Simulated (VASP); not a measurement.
Write the native input for VASP 6.6.1 that does the following.

```
Task                   : single point
Functional             : PBE
Potentials or basis    : VASP PAW PBE potentials, release 64 (Mg, O)
Cutoff                 : 520 eV
k mesh                 : 8 × 8 × 8
Occupations            : gaussian, width 0.01 eV
Spin                   : no spin polarisation
Dipole correction      : no
Further INCAR settings : ALGO = Normal; EDIFF = 1e-07; NBANDS = 11
```

The structure of MgO lies in POSCAR:

```
MgO
1.0
    0.0000000000      2.1052216954      2.1052216954
    2.1052216954      0.0000000000      2.1052216954
    2.1052216954      2.1052216954      0.0000000000
Mg O
1 1
Direct
    0.0000000000      0.0000000000      0.0000000000
    0.5000000000      0.5000000000      0.5000000000
```

This cell differs from its parent crystal: volume changed by -3%.

One way to write it, as run:

INCAR

```
  PREC = Accurate
  ENCUT = 520
  EDIFF = 1E-7
  ISMEAR = 0
  SIGMA = 0.01
  LREAL = False
  LASPH = True
  NELM = 60
  ALGO = Normal
  ISIF = 2
  LWAVE = False
  LCHARG = False
  GGA = PE
  NBANDS = 11
```

KPOINTS

```
Automatic mesh
0
Gamma
  8 8 8
```

Potentials or basis: VASP PAW PBE potentials, release 64 (Mg, O).

Command:

```bash
$ cat potpaw_PBE.64/Mg/POTCAR potpaw_PBE.64/O/POTCAR > POTCAR
$ mpirun -np 1 vasp_std > vasp.out
```

Results of the run:

```
Pressure               : 4.2 GPa
Band gap on the k mesh : 4.74 eV, direct
```

Wall time 7.4 s on 1 thread of AMD EPYC 7R13 Processor (Zen 3), with other jobs on the host, peak memory 0.11 GiB.
